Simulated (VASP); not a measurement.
A run of VASP 6.6.1 is set up as follows.

File INCAR:

```
PREC = Accurate
ENCUT = 520
EDIFF = 1E-6
ISMEAR = 0
SIGMA = 0.05
LREAL = F
LASPH = T
NELM = 100
ALGO = Normal
ISIF = 2
LWAVE = F
LCHARG = F
GGA = PE
NBANDS = 31
```

File KPOINTS:

```
Automatic mesh
0
Gamma
  6 6 4
```

Contents of POSCAR:

```
HfO2
1.0
    3.6043047991      0.0000000000      0.0000000000
    0.0000000000      3.6043047991      0.0000000000
    0.0000000000      0.0000000000      5.2639673039
Hf O
2 4
Direct
    0.5000000000      0.5000000000      0.5000000000
    0.0000000000      0.0000000000      0.0000000000
    0.0000000000      0.5000000000      0.6647564755
    0.5000000000      0.0000000000      0.8352435245
    0.5000000000      0.0000000000      0.3352435245
    0.0000000000      0.5000000000      0.1647564755
```

Potentials or basis: VASP PAW PBE potentials, release 64 (Hf_pv, O).

Launch:

```console
$ cat potpaw_PBE.64/Hf_pv/POTCAR potpaw_PBE.64/O/POTCAR > POTCAR
$ mpirun -np 1 vasp_std > vasp.out
```

(1) Estimate the pressure.

(2) Estimate the largest force.

## Answers

(1) 7.2 GPa.

(2) 1.064 eV/Å.

Caveat: the cell differs from its parent crystal (mode 10 (309.8 1/cm) frozen in, largest displacement +0.150 Å); forces of over 1 eV/Å act on the atoms, so gaps and moduli don't describe the material at rest.
